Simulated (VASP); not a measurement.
Here is a VASP 6.6.1 calculation.

INCAR

```
SYSTEM = CuF
PREC = Accurate
ENCUT = 700
EDIFF = 1E-6
ISMEAR = -1
SIGMA = 0.02
LREAL = .FALSE.
LASPH = .TRUE.
NELM = 120
ALGO = Normal
ISIF = 2
LWAVE = .FALSE.
LCHARG = .FALSE.
GGA = PE
NBANDS = 34
GGA_COMPAT = .FALSE.
```

KPOINTS

```
regular mesh
0
G
  9 9 4
  0 0 0
```

Contents of POSCAR:

```
CuF
1.0
    2.7897758198      0.0000000000      0.0000000000
   -1.3948879099      2.4160167308      0.0000000000
    0.0000000000      0.0000000000      6.7211226043
Cu F
2 2
Direct
    0.3333333333      0.6666666667      0.0459865611
    0.6666666667      0.3333333333      0.5459865611
    0.3333333333      0.6666666667      0.3290134389
    0.6666666667      0.3333333333      0.8290134389
```

Potentials or basis: VASP PAW PBE potentials, release 64 (Cu_sv_GW, F).

Command:

```bash
$ cat potpaw_PBE.64/Cu_sv_GW/POTCAR potpaw_PBE.64/F/POTCAR > POTCAR
$ mpirun -np 1 vasp_std > vasp.out
```

Problem. Estimate the largest force.

Solution. 0.010 eV/Å.

Problem. Predict the band gap on the k mesh.

Solution. 0.14 eV, indirect (least direct gap 0.47 eV).

Problem. Estimate the pressure.

Solution. 3.1 GPa.

Forces in eV/Å, atoms in the order of the input:
```
Cu   0.000  0.000  0.010
Cu   0.000  0.000  0.010
F    0.000  0.000 -0.010
F    0.000  0.000 -0.010
```

A k mesh can miss the band edges.
